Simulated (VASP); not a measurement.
Write the native input for VASP 6.6.1 that does the following.

```
Task                   : single point
Functional             : PBEsol
Potentials or basis    : VASP PAW PBE potentials, release 64 (Sr_sv, Cl)
Cutoff                 : 520 eV
k mesh                 : 7 × 7 × 7
Occupations            : fermi-dirac, width 0.03 eV
Spin                   : no spin polarisation
Dipole correction      : no
Further INCAR settings : ALGO = Normal; EDIFF = 1e-06; NBANDS = 19
```

The structure of SrCl2 lies in POSCAR:

```
SrCl2
1.0
    0.0000000000      2.7777512909      2.7777512909
    2.7777512909      0.0000000000      2.7777512909
    2.7777512909      2.7777512909      0.0000000000
Sr Cl
1 2
Direct
    0.0000000000      0.0000000000      0.0000000000
    0.7500000000      0.7500000000      0.7500000000
    0.2500000000      0.2500000000      0.2500000000
```

This cell differs from its parent crystal: volume scaled by 0.5.

One way to write it, as run:

INCAR

```
PREC = Accurate
ENCUT = 520
EDIFF = 1E-6
ISMEAR = -1
SIGMA = 0.03
LREAL = F
LASPH = T
NELM = 100
ALGO = Normal
ISIF = 2
LWAVE = F
LCHARG = T
GGA = PS
LELF = T
LVHAR = T
NBANDS = 19
```

KPOINTS

```
regular mesh
0
Gamma
  7 7 7
```

Potentials or basis: VASP PAW PBE potentials, release 64 (Sr_sv, Cl).

The run is started by

```console
$ cat potpaw_PBE.64/Sr_sv/POTCAR potpaw_PBE.64/Cl/POTCAR > POTCAR
$ mpirun -np 1 vasp_std > vasp.out
```

Results of the run:

```json
{"Pressure": "106.0 GPa", "Band gap on the k mesh": "3.87 eV, indirect (least direct gap 4.50 eV)"}
```

Caveat: the PAW data sets were made with another functional, which shifts forces and pressure a little.

It took 22 s on 1 thread of Intel(R) Xeon(R) Platinum 8375C CPU @ 2.90GHz (Ice Lake) (shared host), peak memory 0.17 GiB.
